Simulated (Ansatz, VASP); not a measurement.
**One calculation of Al, two programs**

File INCAR:

```
ALGO = Normal
EDIFF = 1E-7
ENCUT = 520
GGA = PE
ISIF = 2
ISMEAR = -1
LASPH = T
LCHARG = T
LELF = T
LREAL = F
LVHAR = T
LWAVE = F
NBANDS = 8
NELM = 80
PREC = Accurate
SIGMA = 0.1
```

The input KPOINTS:

```
k-points
0
Gamma
  22 22 22
```

The input POSCAR:

```
Al
1.0
    0.0000000000      2.0465446124      2.0465446124
    2.0465446124      0.0000000000      2.0465446124
    2.0465446124      2.0465446124      0.0000000000
Al
1
Direct
    0.0000000000      0.0000000000      0.0000000000
```

Input for Ansatz:

```yaml
crystal:
  lattice:
    - [0.0, 2.0465446124, 2.0465446124]
    - [2.0465446124, 0.0, 2.0465446124]
    - [2.0465446124, 2.0465446124, 0.0]
  atoms:
    - { symbol: Al, position: [0.0, 0.0, 0.0] }
hamiltonian:
  xc: pbe
  pseudopotentials:
    kind: paw
    azcp:
      Al: "pseudopotentials/Al.paw.azcp"
basis:
  ecutwfc: 420
  fft_grid_basis: typed
kpoints:
  mp_grid: { grid: [22, 22, 22], shift: [0, 0, 0] }
magnetization:
  spin_polarized: false
scf:
  occupations: { method: fermi_dirac, width: 0.1 }
output:
  stress: true
```

Alike in both runs: task single point; functional PBE; k mesh 22 × 22 × 22; occupations fermi-dirac, width 0.1 eV; no spin polarisation.

```csv
,VASP,Ansatz
version,VASP 6.6.1,Ansatz 0.2.0
potentials or method,"VASP PAW PBE potentials, release 64 (Al), cutoff 520 eV","plane waves (420 eV) with PAW, scalar-relativistic"
valence electrons in the cell,3,3
```

```csv
,VASP,Ansatz,Ansatz less VASP
pressure (GPa),-2.8,-2.7,+0.04
```
